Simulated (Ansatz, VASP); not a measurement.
One calculation of Br, two programs

The input INCAR:

```
PREC = Accurate ; ENCUT = 520
EDIFF = 1E-6 ; ISMEAR = -1
SIGMA = 0.05 ; LREAL = False
LASPH = True ; NELM = 100
ALGO = Normal ; ISIF = 2
LWAVE = False ; LCHARG = False
GGA = PE ; NBANDS = 14
```

File KPOINTS:

```
Automatic mesh
0
Gamma
  14 14 8
```

The input POSCAR:

```
Br
1.0
    2.8629971094      0.0000000000      0.0000000000
   -1.4314985547      2.4794282277      0.0000000000
    0.0000000000      0.0000000000      4.2055536326
Br
2
Direct
    0.3333333333      0.6666666667      0.2500000000
    0.6666666667      0.3333333333      0.7500000000
```

Input for Ansatz:

```yaml
crystal:
  lattice:
    - [2.8629971094, 0.0, 0.0]
    - [-1.4314985547, 2.4794282277, 0.0]
    - [0.0, 0.0, 4.2055536326]
  atoms:
    - { symbol: Br, position: [0.3333333333, 0.6666666667, 0.25] }
    - { symbol: Br, position: [0.6666666667, 0.3333333333, 0.75] }
kpoints:
  mp_grid: { grid: [14, 14, 8] }
scf:
  occupations: { method: fermi_dirac, width: 0.05 }
hamiltonian:
  xc: pbe
  pseudopotentials: { kind: paw }
output:
  forces: true
  stress: true
  eigenvalues: true
  populations: true
```

Change from the starting cell: volume scaled by 0.52, PAW files.

Alike in both runs: task single point; functional PBE; k mesh 14 × 14 × 8; occupations fermi-dirac, width 0.05 eV; no spin polarisation.

|  | VASP | Ansatz |
| --- | --- | --- |
| version | VASP 6.6.1 | Ansatz 0.2.0 |
| potentials or method | VASP PAW PBE potentials, release 64 (Br) | PAW with Ansatz's default frozen-core files, scalar-relativistic |
| plane-wave cutoff (eV) | 520 | 420 |
| valence electrons in the cell | 14 | 14 |

Ansatz gave:

```
pressure (GPa)                                                : 71.8
traceless stress, the component that is largest in VASP (GPa) : 0.18
```

Which values does VASP return?

Pressure (GPa): 71.9; traceless stress, the component that is largest in VASP (GPa): 0.18.

Both programs put the cell under a high pressure, so it lies far from rest at this level.

Noted on VASP's run: the cell as given lies far from equilibrium.
